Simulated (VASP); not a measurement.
Write the native input for VASP 6.6.1 that does the following.

| Quantity | Value |
| --- | --- |
| Task | single point |
| Functional | PBEsol |
| Dispersion | D3(BJ) |
| Potentials or basis | VASP PAW PBE potentials, release 64 (Zn, Au_sv_GW) |
| Cutoff | 540 eV |
| k mesh | 1 × 1 × 1 |
| Occupations | gaussian, width 0.1 eV |
| Spin | no spin polarisation |
| Dipole correction | no |
| Further INCAR settings | ALGO = Normal; EDIFF = 1e-06; NBANDS = 22 |

The structure of ZnAu lies in POSCAR:

```
ZnAu
1.0
    3.1274232974      0.0370884499      0.0126713035
    0.0370884499      3.1582890939     -0.0097180545
    0.0126713035     -0.0097180545      3.1798517036
Zn Au
1 1
Direct
    0.5000000000      0.5000000000      0.5000000000
    0.0000000000      0.0000000000      0.0000000000
```

One way to write it, as run:

INCAR

```
SYSTEM = ZnAu
PREC     = Accurate       ! precision mode
ENCUT    = 540            ! plane-wave cutoff, eV
EDIFF    = 1E-6           ! SCF threshold, eV
ISMEAR   = 0              ! smearing method
SIGMA    = 0.1            ! smearing width, eV
LREAL    = .False.        ! projectors in reciprocal space
LASPH    = .True.         ! aspherical terms in the spheres
NELM     = 120            ! most SCF steps
ALGO     = Normal         ! electronic algorithm
ISIF     = 2              ! what is computed and relaxed
LWAVE    = .False.        ! write WAVECAR
LCHARG   = .False.        ! write CHGCAR
GGA      = PS             ! functional
IVDW     = 12             ! dispersion correction
NBANDS   = 22             ! bands
GGA_COMPAT= .False.
```

KPOINTS

```
Automatic mesh
0
Gamma
  1 1 1
  0 0 0
```

Potentials or basis: VASP PAW PBE potentials, release 64 (Zn, Au_sv_GW).

Launch:

```console
$ cat potpaw_PBE.64/Zn/POTCAR potpaw_PBE.64/Au_sv_GW/POTCAR > POTCAR
$ mpirun -np 1 vasp_gam > vasp.out
```

Results of the run:

```json
{
 "Pressure": "-0.7 GPa",
 "Band gap on the k mesh": "zero (an odd number of electrons rules out a gap without spin polarisation)",
 "Dispersion energy per atom": "-0.502 eV"
}
```

Caveat: the k points lie up to 2.01 Å⁻¹ apart, too coarse for converged energies and pressures of a metal; the PAW data sets were made with another functional, which shifts forces and pressure a little; spin-orbit coupling is left out, which moves the levels of the heavy elements.

It took 6.7 s on 1 thread of AMD EPYC 7R43 64-Core Processor (Zen 3), on a shared host, peak memory 0.11 GiB.
